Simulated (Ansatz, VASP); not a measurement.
**In3GaSb2N2 in VASP and in Ansatz**

```
In Ga Sb N
1.0
     4.30260    0.00000    0.00000
     0.00000    4.30260    0.00000
     0.00000    0.00000   11.68899
In Ga Sb N
3 1 2 2
Direct
  0.00000 0.00000 0.71691
  0.00000 0.00000 0.28309
  0.00000 0.00000 0.00000
  0.50000 0.50000 0.00000
  0.50000 0.00000 0.50000
  0.00000 0.50000 0.50000
  0.50000 0.00000 0.00000
  0.00000 0.50000 0.00000
```

Alike in both runs: functional PBE; k mesh 3 × 3 × 2; occupations gaussian, width 0.15 eV; no spin polarisation.

Ansatz relaxed the structure, and its values are those at the end. VASP's run is a single point on that final structure, the one shown.

```csv
,VASP,Ansatz
version,VASP 6.6.1,Ansatz 0.2.0
potentials or method,"VASP PAW PBE potentials, release 64 (In_d, Ga_d, Sb, N), cutoff 520 eV","scalar-relativistic, plane waves, PAW"
valence electrons in the cell,72,92
```

```csv
,VASP,Ansatz,Ansatz less VASP
gap on the k mesh at the Fermi level (eV),none,none,-
pressure (GPa),0.2,0.1,-0.06
```

A gap of «none» marks a metal or a gap that the smearing closes. VASP's potentials hold 72 valence electrons a cell and Ansatz's 92, so a difference there can come from the potentials and not from the codes.

The k mesh is coarse, so the values compare programs but aren't converged. Spin-orbit coupling is off throughout.
